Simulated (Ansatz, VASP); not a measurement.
**Two plane-wave programs on Cr3BRh**

```
Rh B Cr
1.0
     3.82053    0.00000    0.00000
     0.00000    3.82053    0.00000
     0.00000    0.00000    3.82053
Rh B Cr
1 1 3
Cartesian
  0.0000 0.0000 0.0000
  1.9103 1.9103 1.9103
  1.9103 1.9103 0.0000
  1.9103 0.0000 1.9103
  0.0000 1.9103 1.9103
```

Alike in both runs: task relaxation of cell and atoms; functional PBE; k mesh 6 × 6 × 6; occupations gaussian, width 0.1 eV; no spin polarisation.

|  | VASP | Ansatz |
| --- | --- | --- |
| version | VASP 6.6.1 | Ansatz 0.2.0 |
| potentials or method | VASP PAW PBE potentials, release 64 (Rh_pv, B, Cr_pv), cutoff 600 eV | scalar-relativistic, plane waves, PAW |
| valence electrons in the cell | 54 | 62 |

VASP gave:

```
gap on the k mesh at the Fermi level, each at its own relaxed structure (eV)  : none
relaxed volume (Å³/atom)                                                      : 11.65
relaxed length of the cell vector where the two differ most in proportion (Å) : 3.876
```

Task: Which values does Ansatz return?

Result: gap on the k mesh at the Fermi level, each at its own relaxed structure (eV): none; relaxed volume (Å³/atom): 11.63; relaxed length of the cell vector where the two differ most in proportion (Å): 3.875.

A gap of «none» marks a metal or a gap that the smearing closes. VASP's potentials hold 54 valence electrons a cell and Ansatz's 62, so a difference there can come from the potentials and not from the codes.
